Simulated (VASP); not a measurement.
A run of VASP 6.6.1 is set up as follows.

POSCAR

```
HgTe
1.0
    0.0000000000      3.2235000000      3.0784425000
    3.2235000000      0.0000000000      3.0784425000
    3.2235000000      3.2235000000      0.0000000000
Hg Te
1 1
Direct
    0.0000000000      0.0000000000      0.0000000000
    0.7500000000      0.7500000000      0.7500000000
```

INCAR.step1

```
SYSTEM = HgTe
ALGO = Normal ; EDIFF = 1E-4
ENCUT = 520 ; GGA = PE
ISMEAR = 0 ; LASPH = .True.
LCHARG = .False. ; LREAL = .False.
LWAVE = .True. ; NBANDS = 16
NELM = 80 ; PREC = Accurate
SIGMA = 0.15
```

The input INCAR.step2:

```
SYSTEM = HgTe
ALGO = Normal ; EDIFF = 1E-6
ENCUT = 520 ; ISIF = 2
ISMEAR = 0 ; ISTART = 1
LASPH = .True. ; LCHARG = .False.
LMIXTAU = .True. ; LREAL = .False.
LWAVE = .False. ; METAGGA = R2SCAN
NBANDS = 16 ; NELM = 80
PREC = Accurate ; SIGMA = 0.15
```

Contents of KPOINTS:

```
k-points
0
Gamma
  14 14 14
  0 0 0
```

Potentials or basis: VASP PAW PBE potentials, release 64 (Hg, Te).

The run is started by

```sh
$ cat potpaw_PBE.64/Hg/POTCAR potpaw_PBE.64/Te/POTCAR > POTCAR
$ cp INCAR.step1 INCAR
$ mpirun -np 1 vasp_std > vasp.out
$ cp INCAR.step2 INCAR
$ mpirun -np 1 vasp_std > vasp.out
```

(1) Predict the pressure.

(2) What does it give for the band gap on the k mesh?

Answers

(1) 5.5 GPa.

(2) 0.12 eV (least direct gap 0.16 eV).

Caveat: the cell differs from its parent crystal (strain -0.0450 x Voigt [0, 0, 1, 0, 0, 0]); the cell stands under pressure; the smearing spreads over this small gap; the PAW data sets were made with another functional, which shifts forces and pressure a little; spin-orbit coupling is left out, which moves the levels of the heavy elements.
